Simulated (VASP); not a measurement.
HgTe (rocksalt type): single point with PBEsol

The system is HgTe (rocksalt type).

```
Hg Te
1.0
     0.00000    2.69117    2.69117
     2.69117    0.00000    2.69117
     2.69117    2.69117    0.00000
Hg Te
1 1
Direct
  0.00000 0.00000 0.00000
  0.50000 0.50000 0.50000
```

```
Program                : VASP 6.6.1
Task                   : single point
Functional             : PBEsol
Potentials or basis    : VASP PAW PBE potentials, release 64 (Hg, Te)
Cutoff                 : 520 eV
k mesh                 : 11 × 11 × 11
Occupations            : fermi-dirac, width 0.1 eV
Spin                   : no spin polarisation
Dipole correction      : no
Further INCAR settings : ALGO = Normal; EDIFF = 1e-06; NBANDS = 16
```

The pressure is 47.2 GPa and the band gap on the k mesh is zero (bands 9 and 10 overlap by 3.88 eV).

Levels at points of the mesh, in eV from the Fermi level:
```csv
k point,band 5,band 6,band 7,band 8,band 9,band 10,band 11,band 12,band 13,band 14
"(0.00, 0.00, 0.00)",-8.67,-8.67,-1.41,-1.41,-1.41,1.27,6.60,7.90,7.90,7.90
```

Run time: 25 s on 1 thread of Intel(R) Xeon(R) Platinum 8259CL CPU @ 2.50GHz (Skylake/Cascade Lake), with other jobs on the host, peak memory 0.18 GiB.

Caveat: the cell stands under pressure; the PAW data sets were made with another functional, which shifts forces and pressure a little; spin-orbit coupling is left out, which moves the levels of the heavy elements.
